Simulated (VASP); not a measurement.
Input of a VASP 6.6.1 run:

The input INCAR:

```
ALGO = Normal
EDIFF = 1E-7
EDIFFG = -0.04
ENCUT = 1300
GGA = PE
GGA_COMPAT = False
IBRION = 2
ISIF = 3
ISMEAR = 0
LASPH = True
LCHARG = False
LREAL = False
LWAVE = False
NELM = 120
NELMIN = 4
NSW = 90
PREC = Accurate
SIGMA = 0.1
```

File KPOINTS:

```
k-points
0
Gamma
  3 3 6
```

The input POSCAR:

```
P3C
1.0
    8.3526636540      0.0000000000      0.0000000000
   -4.1763318270      7.2336189136      0.0000000000
    0.0000000000      0.0000000000      3.6097771647
P C
6 2
Direct
    0.2480381528      0.4960763057      0.2500000000
    0.5039236943      0.7519618472      0.2500000000
    0.2480381528      0.7519618472      0.2500000000
    0.7519618472      0.5039236943      0.7500000000
    0.4960763057      0.2480381528      0.7500000000
    0.7519618472      0.2480381528      0.7500000000
    0.3333333333      0.6666666667      0.7500000000
    0.6666666667      0.3333333333      0.2500000000
```

Potentials or basis: VASP PAW PBE potentials, release 64 (P, C_h).

Launch:

```console
$ cat potpaw_PBE.64/P/POTCAR potpaw_PBE.64/C_h/POTCAR > POTCAR
$ mpirun -np 1 vasp_std > vasp.out
```

(1) Predict the relaxed cell.

(2) What does it give for the band gap on the k mesh?

(3) What does it give for the relaxed volume?

(4) Predict the space group after relaxing (to 0.1 Å).

Results:

(1) a = 8.410 Å, b = 8.410 Å, c = 3.383 Å, α = 90.00°, β = 90.00°, γ = 120.00°.

(2) zero (bands 19 and 20 overlap by 3.26 eV).

(3) 25.90 Å³/atom.

(4) P6_3/mmc (No. 194).

Caveat: this functional lacks dispersion, which binds layers or chains, so the pressure and a relaxed spacing across them are unreliable.
